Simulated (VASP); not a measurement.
Here is a VASP 6.6.1 calculation.

INCAR

```
  PREC = Accurate
  ENCUT = 520
  EDIFF = 1E-6
  ISMEAR = 0
  SIGMA = 0.1
  LREAL = False
  LASPH = True
  NELM = 80
  ALGO = Normal
  ISIF = 2
  LWAVE = False
  LCHARG = False
  GGA = PE
  NBANDS = 41
```

Contents of KPOINTS:

```
Automatic mesh
0
Gamma
  8 8 8
```

The input POSCAR:

```
Hg2Ge3
1.0
    5.2606731064      0.0000000000      0.0000000000
    0.0000000000      5.2606731064      0.0000000000
    0.0000000000      0.0000000000      5.2606731064
Ge Hg
3 2
Direct
    0.5000000000      0.0000000000      0.0000000000
    0.0000000000      0.5000000000      0.0000000000
    0.0000000000      0.0000000000      0.5000000000
    0.0000000000      0.0000000000      0.0000000000
    0.5000000000      0.5000000000      0.5000000000
```

Potentials or basis: VASP PAW PBE potentials, release 64 (Ge_d, Hg).

The run is started by

```sh
$ cat potpaw_PBE.64/Ge_d/POTCAR potpaw_PBE.64/Hg/POTCAR > POTCAR
$ mpirun -np 1 vasp_std > vasp.out
```

Problem. What does it give for the pressure?

Solution. 0.1 GPa.

Problem. Predict the band gap on the k mesh.

Solution. Zero (bands 33 and 34 overlap by 0.43 eV).

Caveat: spin-orbit coupling is left out, which moves the levels of the heavy elements.
